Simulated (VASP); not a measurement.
Crystal: BP.

```
B P
1.0
    -3.23618    3.76582    2.63730
     3.23618   -3.76582    2.63730
     3.23618    3.76582   -2.63730
B P
6 6
Direct
  0.34491 0.39600 0.74091
  0.15509 0.89600 0.05110
  0.84491 0.10400 0.94890
  0.65509 0.60400 0.25909
  0.75000 0.25000 0.50000
  0.25000 0.75000 0.50000
  0.34491 0.10400 0.44890
  0.15509 0.60400 0.75909
  0.25000 0.25000 0.00000
  0.75000 0.75000 0.00000
  0.84491 0.39600 0.24091
  0.65509 0.89600 0.55110
```

The cell was built from a structure type or drawn by symmetry, and may not be a known phase.

```yaml
Program: VASP 6.6.1
Task: relaxation of cell and atoms
Functional: PBE
Potentials_or_basis: VASP PAW PBE potentials, release 64 (B, P)
Cutoff: 600 eV
k_mesh: 4 × 4 × 4
Occupations: gaussian, width 0.1 eV
Spin: no spin polarisation
```

At the start: pressure 27.6 GPa; volume 10.71 Å³/atom.

Problem. Where does the relaxation end?

Solution. Over 8 steps the energy falls by 185.5 meV/atom and the volume is 12.34 Å³/atom (+15.2 %); space group Ibam (No. 72, to 0.1 Å) before and after.

Step by step:
| step | energy change (eV) | largest force (eV/Å) | pressure (GPa) | volume (Å³) |
| --- | --- | --- | --- | --- |
| 1 | 0.0000 | 0.4703 | 27.56 | 128.56 |
| 2 | -1.1921 | 1.1874 | -13.91 | 165.57 |
| 3 | -2.0152 | 0.8275 | -1.89 | 149.52 |
| 4 | -2.2098 | 0.3523 | -0.85 | 149.03 |
| 5 | -2.2115 | 0.2957 | -0.96 | 149.08 |
| 6 | -2.2241 | 0.0676 | 0.43 | 147.62 |
| 7 | -2.2249 | 0.0533 | 0.14 | 147.91 |
| 8 | -2.2258 | 0.0196 | -0.01 | 148.04 |

Final structure:
```
B P
1.0
    -3.40661    3.74590    2.90038
     3.40661   -3.74590    2.90038
     3.40661    3.74590   -2.90038
B P
6 6
Direct
  0.34782 0.39610 0.74392
  0.15218 0.89610 0.04828
  0.84782 0.10390 0.95172
  0.65218 0.60390 0.25608
  0.75000 0.25000 0.50000
  0.25000 0.75000 0.50000
  0.34970 0.10468 0.45438
  0.15030 0.60468 0.75498
  0.25000 0.25000 0.00000
  0.75000 0.75000 0.00000
  0.84970 0.39532 0.24502
  0.65030 0.89532 0.54562
```

Caveat: the k points lie up to 0.34 Å⁻¹ apart in the final cell; the volume moved by over 15 % at a fixed basis, so the end points are rough.
